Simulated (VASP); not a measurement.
# TaAg2 (Pnnm) in VASP: single point with PBE

Aim: the single point of TaAg2 with PBE.

Program: VASP 6.6.1. These are calculated values, not measurements. Logs are shortened: lines on timing, memory, paths and dates and some standing lists are left out, and cuts for length are marked.

### Step 1. The cell of the first run

The structure is orthorhombic, space group Pnnm (No. 58). The conventional cell has a = 5.533 Å, b = 5.701 Å, c = 3.724 Å, α = 90.00°, β = 90.00°, γ = 90.00°. Within 3.2 Å of Ta (site symmetry 2/m) lie 6 Ag at 2.40 to 2.45 Å. Ag (site symmetry m) has 3 Ta at 2.40 to 2.45 Å and 1 Ag at 3.19 Å within 3.2 Å.

### Step 2. Single point, PBE

Contents of INCAR:

```
PREC = Accurate
ENCUT = 520
EDIFF = 1E-7
ISMEAR = 0
SIGMA = 0.1
LREAL = F
LASPH = T
NELM = 80
ALGO = Fast
ISIF = 2
LWAVE = F
LCHARG = F
GGA = PE
NBANDS = 42
```

Contents of KPOINTS:

```
Automatic mesh
0
Gamma
  4 4 6
```

Contents of POSCAR:

```
TaAg2
1.0
    5.5328860309      0.0000000000      0.0000000000
    0.0000000000      5.7013553171      0.0000000000
    0.0000000000      0.0000000000      3.7240579054
Ta Ag
2 4
Direct
    0.5000000000      0.5000000000      0.5000000000
    0.0000000000      0.0000000000      0.0000000000
    0.2250000000      0.8250000000      0.5000000000
    0.7250000000      0.6750000000      0.0000000000
    0.7750000000      0.1750000000      0.5000000000
    0.2750000000      0.3250000000      0.0000000000
```

Potentials or basis: VASP PAW PBE potentials, release 64 (Ta_pv, Ag).

Launch:

```console
$ cat potpaw_PBE.64/Ta_pv/POTCAR potpaw_PBE.64/Ag/POTCAR > POTCAR
$ mpirun -np 1 vasp_std > vasp.out
```

OUTCAR:

```text
PREC = Accurate
   ENCUT = 520
   EDIFF = 1E-7
   ISMEAR = 0
   LREAL = F
   LASPH = T
   NELM = 80
   ISIF = 2
   GGA = PE

 ion  position               nearest neighbor table
   1  0.500  0.500  0.500-   3 2.40   5 2.40   4 2.45   6 2.45   4 2.45   6 2.45
   2  0.000  0.000  0.000-   4 2.40   6 2.40   5 2.45   3 2.45   3 2.45   5 2.45
   3  0.225  0.825  0.500-   1 2.40   2 2.45   2 2.45   5 3.19   6 3.42   6 3.42   6 3.42   6 3.42
                             4 3.44   4 3.44   4 3.44   4 3.44
   4  0.725  0.675  0.000-   2 2.40   1 2.45   1 2.45   6 3.19   5 3.42   5 3.42   5 3.42   5 3.42
                             3 3.44   3 3.44   3 3.44   3 3.44
   5  0.775  0.175  0.500-   1 2.40   2 2.45   2 2.45   3 3.19   4 3.42   4 3.42   4 3.42   4 3.42
                             6 3.44   6 3.44   6 3.44   6 3.44
   6  0.275  0.325  0.000-   2 2.40   1 2.45   1 2.45   4 3.19   3 3.42   3 3.42   3 3.42   3 3.42
                             5 3.44   5 3.44   5 3.44   5 3.44

  LATTYP: Found a simple orthorhombic cell.
 ALAT       =     3.7240579054
 B/A-ratio  =     1.4857142857
 C/A-ratio  =     1.5309523810

  Lattice vectors:

 A1 = (   0.0000000000,   0.0000000000,   3.7240579054)
 A2 = (   5.5328860309,   0.0000000000,   0.0000000000)
 A3 = (   0.0000000000,   5.7013553171,   0.0000000000)

Analysis of symmetry for initial positions (statically):
=====================================================================
 Subroutine PRICEL returns:
 Original cell was already a primitive cell.

 Routine SETGRP: Setting up the symmetry group for a
 simple orthorhombic supercell.

 Subroutine GETGRP returns: Found  8 space group operations
 (whereof  4 operations were pure point group operations)
 out of a pool of  8 trial point group operations.

The static configuration has the point symmetry C_2h.
 The point group associated with its full space group is D_2h.

Analysis of symmetry for dynamics (positions and initial velocities):
=====================================================================
 Subroutine PRICEL returns:
 Original cell was already a primitive cell.

 Routine SETGRP: Setting up the symmetry group for a
 simple orthorhombic supercell.

 Subroutine GETGRP returns: Found  8 space group operations
 (whereof  4 operations were pure point group operations)
 out of a pool of  8 trial point group operations.

The dynamic configuration has the point symmetry C_2h.
 The point group associated with its full space group is D_2h.

 Subroutine INISYM returns: Found  8 space group operations
 (whereof  4 operations are pure point group operations),
 and found     1 'primitive' translations

----------------------------------------------------------------------------------------

                                     Primitive cell

  volume of cell :     117.4752

  direct lattice vectors                    reciprocal lattice vectors
     5.532886031  0.000000000  0.000000000     0.180737502  0.000000000  0.000000000
     0.000000000  5.701355317  0.000000000     0.000000000  0.175396892  0.000000000
     0.000000000  0.000000000  3.724057905     0.000000000  0.000000000  0.268524289

  length of vectors
     5.532886031  5.701355317  3.724057905     0.180737502  0.175396892  0.268524289

  position of ions in fractional coordinates (direct lattice)
     0.500000000  0.500000000  0.500000000
     0.000000000  0.000000000  0.000000000
     0.225000000  0.825000000  0.500000000
     0.725000000  0.675000000  0.000000000
     0.775000000  0.175000000  0.500000000
     0.275000000  0.325000000  0.000000000

  ion indices of the primitive-cell ions
   primitive index   ion index
                 1           1
                 2           2
                 3           3
                 4           4
                 5           5
                 6           6

----------------------------------------------------------------------------------------

 KPOINTS: Automatic mesh

Automatic generation of k-mesh.
 Grid dimensions read from file:
 generate k-points for:    4    4    6

 Generating k-lattice:

  Cartesian coordinates                     Fractional coordinates (reciprocal lattice)
     0.045184375  0.000000000  0.000000000     0.250000000  0.000000000  0.000000000
     0.000000000  0.043849223  0.000000000     0.000000000  0.250000000  0.000000000
     0.000000000  0.000000000  0.044754048     0.000000000  0.000000000  0.166666667

  Length of vectors
     0.045184375  0.043849223  0.044754048

  Shift w.r.t. Gamma in fractional coordinates (k-lattice)
     0.000000000  0.000000000  0.000000000

 Subroutine IBZKPT returns following result:
 ===========================================

 Found     36 irreducible k-points:

 Following reciprocal coordinates:
            Coordinates               Weight
  0.000000  0.000000  0.000000      1.000000
  0.250000  0.000000  0.000000      2.000000
  0.500000  0.000000  0.000000      1.000000
  0.000000  0.250000  0.000000      2.000000
  0.250000  0.250000  0.000000      4.000000
  0.500000  0.250000  0.000000      2.000000
[... 16 lines left out ...]
  0.250000  0.250000  0.333333      8.000000
  0.500000  0.250000  0.333333      4.000000
 [... further k-points ...]
   k-points           NKPTS =     36   k-points in BZ     NKDIM =     36   number of bands    NBANDS=     42
   number of dos      NEDOS =    301   number of ions     NIONS =      6
   total plane-waves  NPLWV =  49392
   dimension x,y,z NGX =    42 NGY =   42 NGZ =   28
   dimension x,y,z NGXF=    84 NGYF=   84 NGZF=   56
   ions per type =               2   4
   NGX,Y,Z   is equivalent  to a cutoff of  12.62, 12.25, 12.50 a.u.
   NGXF,Y,Z  is equivalent  to a cutoff of  25.24, 24.49, 25.00 a.u.
 SYSTEM =  unknown system
   PREC   = accura    normal or accurate (medium, high low for compatibility)
   ISTART =      0    job   : 0-new  1-cont  2-samecut
   ICHARG =      2    charge: 1-file 2-atom 10-const
   ISPIN  =      1    spin polarized calculation?
   LNONCOLLINEAR =      F non collinear calculations
   LSORBIT =      F    spin-orbit coupling
   LASPH  =      T    aspherical Exc in radial PAW
   ENCUT  =  520.0 eV  38.22 Ry    6.18 a.u.  10.29 10.60  6.92*2*pi/ulx,y,z
   NELM   =     80;   NELMIN=  2; NELMDL= -5     # of ELM steps
   EDIFF  = 0.1E-06   stopping-criterion for ELM
   LREAL  =      F    real-space projection
   EDIFFG = 0.1E-05   stopping-criterion for IOM
   NSW    =      0    number of steps for IOM
   IBRION =     -1    ionic relax: 0-MD 1-quasi-New 2-CG
   NFREE  =      0    steps in history (QN), initial steepest desc. (CG)
   ISIF   =      2    stress and relaxation
   ISYM   =      2    0-nonsym 1-usesym 2-fastsym
   POTIM  = 0.5000    time-step for ionic-motion
   TEBEG  =    0.0;   TEEND  =   0.0 temperature during run
   PSTRESS=    0.0 pullay stress
   NELECT =      66.0000    total number of electrons
   NUPDOWN=      -1.0000    fix difference up-down
   EMIN   =  10.00;   EMAX   =-10.00  energy-range for DOS
   EFERMI =   0.00;   METHOD = LEGACY
   ISMEAR =     0;   SIGMA  =   0.10  broadening in eV -4-tet -1-fermi 0-gaus
   EFERMI_NEDOS =   21; number of points for ismear=-14 and -15
   IALGO  =     68    algorithm
   IMIX   =      4    mixing-type and parameters
     AMIX     =   0.40;   BMIX     =  1.00
     AMIX_MAG =   1.60;   BMIX_MAG =  1.00
  volume/ion in A,a.u.               =      19.58       132.13
  Fermi-wavevector in a.u.,A,eV,Ry     =   1.350851  2.552738 24.827883  1.824798
  Thomas-Fermi vector in A             =   2.478321
   LORBIT       =      0    0 simple, 1 ext, 2 COOP (PROOUT), +10 PAW based schemes
   GGA     = PE    functional components
   LHFCALC =     F    Hartree Fock is set to
   AEXX    =    0.0000 exact exchange contribution
   IVDW    =     0    specifies the selected vdW correction
   LEPSILON=     F    determine dielectric tensor
   LRPA    =     F    only Hartree local field effects (RPA)
 non-spin polarized calculation
 RMM-DIIS sequential band-by-band and
 Gauss-broadening in eV      SIGMA  =   0.10
  energy-cutoff  :      520.00
  volume of cell :      117.48
 maximum number of plane-waves:      3193
 NGX is ok and might be reduce to    42
   NGX = 21   NGY = 21   NGZ = 13

 number of electron      65.9999998 magnetization

 Free energy of the ion-electron system (eV)
  ---------------------------------------------------
  ext. energy  EPLUGINS =         0.00000000
  ---------------------------------------------------
  free energy    TOTEN  =       -22.47168932 eV

  energy without entropy =      -22.44508974  energy(sigma->0) =      -22.45838953

 E-fermi :   6.6736     XC(G=0): -11.4693

 val. band max:        6.6695438635   @ k =   0.2500   0.5000   0.1667
 cond. band min:       6.6819948818   @ k =   0.5000   0.2500   0.1667
 fundamental gap:      0.0124510184
 Fermi energy:         6.6736237326

 k-point     1 :       0.0000    0.0000    0.0000
  band No.  band energies     occupation
      1     -28.5105      2.00000
      2     -28.4937      2.00000
      3     -28.4540      2.00000
      4     -28.4419      2.00000
      5     -28.3251      2.00000
      6     -28.3072      2.00000
[... 34 lines left out ...]
     41      10.0738      0.00000
     42      10.3864      0.00000

 k-point     2 :       0.2500    0.0000    0.0000
  band No.  band energies     occupation
      1     -28.5067      2.00000
      2     -28.4939      2.00000
      3     -28.4545      2.00000
      4     -28.4452      2.00000
      5     -28.3225      2.00000
      6     -28.3098      2.00000
[... 34 lines left out ...]
     41       9.9946      0.00000
     42      10.4600      0.00000

 k-point     3 :       0.5000    0.0000    0.0000
  band No.  band energies     occupation
      1     -28.4986      2.00000
      2     -28.4986      2.00000
      3     -28.4518      2.00000
      4     -28.4518      2.00000
      5     -28.3162      2.00000
      6     -28.3162      2.00000
[... 34 lines left out ...]
     41      10.3004      0.00000
     42      10.3004      0.00000

 k-point     4 :       0.0000    0.2500    0.0000
  band No.  band energies     occupation
      1     -28.5065      2.00000
      2     -28.4939      2.00000
      3     -28.4546      2.00000
      4     -28.4453      2.00000
      5     -28.3225      2.00000
      6     -28.3098      2.00000
[... 844 lines left out ...]
     41      10.1468      0.00000
     42      10.6298      0.00000

 k-point    23 :       0.2500    0.2500    0.3333
  band No.  band energies     occupation
      1     -28.4950      2.00000
      2     -28.4897      2.00000
      3     -28.4532      2.00000
      4     -28.4466      2.00000
      5     -28.3519      2.00000
      6     -28.3456      2.00000
[... 34 lines left out ...]
     41       9.5846      0.00000
     42      11.1702      0.00000

 k-point    24 :       0.5000    0.2500    0.3333
  band No.  band energies     occupation
      1     -28.4924      2.00000
      2     -28.4924      2.00000
      3     -28.4499      2.00000
      4     -28.4499      2.00000
      5     -28.3487      2.00000
      6     -28.3487      2.00000
[... 34 lines left out ...]
     41      10.7012      0.00000
     42      10.7016      0.00000

 [... further k-points ...]
[... 5 lines left out ...]
  --------------------------------------------------------------------------------------
  -------------------------------------------------------------------------------------
  Total       23.9279440     24.7011133     25.8588822     -0.0000000      0.0000000      0.0000000
  in kB      326.3395483    336.8843621    352.6745115     -0.0000000      0.0000000      0.0000000
  external PRESSURE =     338.6328073 kB  Pullay stress =       0.0000000 kB

 VOLUME and BASIS-vectors are now :
 -----------------------------------------------------------------------------
  energy-cutoff  :      520.00
  volume of cell :      117.48
      direct lattice vectors                 reciprocal lattice vectors
     5.532886031  0.000000000  0.000000000     0.180737502  0.000000000  0.000000000
     0.000000000  5.701355317  0.000000000     0.000000000  0.175396892  0.000000000
     0.000000000  0.000000000  3.724057905     0.000000000  0.000000000  0.268524289

 POSITION                                       TOTAL-FORCE (eV/Angst)
 -----------------------------------------------------------------------------------
      2.76644      2.85068      1.86203        -0.000000      0.000000      0.000000
      0.00000      0.00000      0.00000        -0.000000      0.000000      0.000000
      1.24490      4.70362      1.86203         0.871614      0.309791      0.000000
      4.01134      3.84841      0.00000         0.871614     -0.309791      0.000000
      4.28799      0.99774      1.86203        -0.871614     -0.309791     -0.000000
      1.52154      1.85294      0.00000        -0.871614      0.309791     -0.000000
 -----------------------------------------------------------------------------------
    total drift:                               -0.000000      0.000000      0.000000

  FREE ENERGIE OF THE ION-ELECTRON SYSTEM (eV)
  ---------------------------------------------------
  free  energy   TOTEN  =       -22.4716893201 eV

  energy  without entropy=      -22.4450897371  energy(sigma->0) =      -22.45838953
```

Wall time 98 s (1 thread of Intel Xeon 6975P-C (Granite Rapids), shared host); peak memory 0.3 GiB.

Results:

* Free energy: -22.4717 eV
* Pressure: 33.9 GPa
* Largest force: 0.925 eV/Å
* Band gap on the k mesh: zero (band 33 reaches 7.29 eV, above the bottom of band 34 at 5.31 eV)

Forces in eV/Å, atoms in the order of the input:
```
Ta   0.000  0.000  0.000
Ta   0.000  0.000  0.000
Ag   0.872  0.310  0.000
Ag   0.872 -0.310  0.000
Ag  -0.872 -0.310  0.000
Ag  -0.872  0.310  0.000
```

Stress tensor (GPa, compression positive):
```
32.63  0.00  0.00
 0.00 33.69  0.00
 0.00  0.00 35.27
```

Levels at points of the mesh, in eV from the Fermi level:
| k point | band 30 | band 31 | band 32 | band 33 | band 34 | band 35 |
| --- | --- | --- | --- | --- | --- | --- |
| (0.00, 0.00, 0.00) | -1.33 | -1.05 | -0.85 | -0.35 | -0.11 | 0.14 |
| (0.50, 0.00, 0.00) | -1.46 | -1.31 | -1.31 | 0.62 | 0.62 | 0.96 |
| (0.00, 0.50, 0.00) | -1.53 | -0.68 | -0.68 | 0.44 | 0.44 | 1.06 |
| (0.50, 0.50, 0.00) | -3.37 | -1.21 | -1.21 | 0.23 | 0.23 | 0.55 |
| (0.00, 0.00, 0.50) | -1.84 | -0.40 | -0.40 | -0.06 | -0.06 | 0.71 |
| (0.50, 0.00, 0.50) | -1.90 | -1.85 | -1.85 | 0.38 | 0.38 | 0.61 |
| (0.00, 0.50, 0.50) | -1.86 | -1.53 | -1.53 | 0.38 | 0.38 | 0.68 |
| (0.50, 0.50, 0.50) | -2.15 | -1.67 | -1.67 | -1.37 | -1.37 | 0.77 |

Caveat: spin-orbit coupling is left out, which moves the levels of the heavy elements.
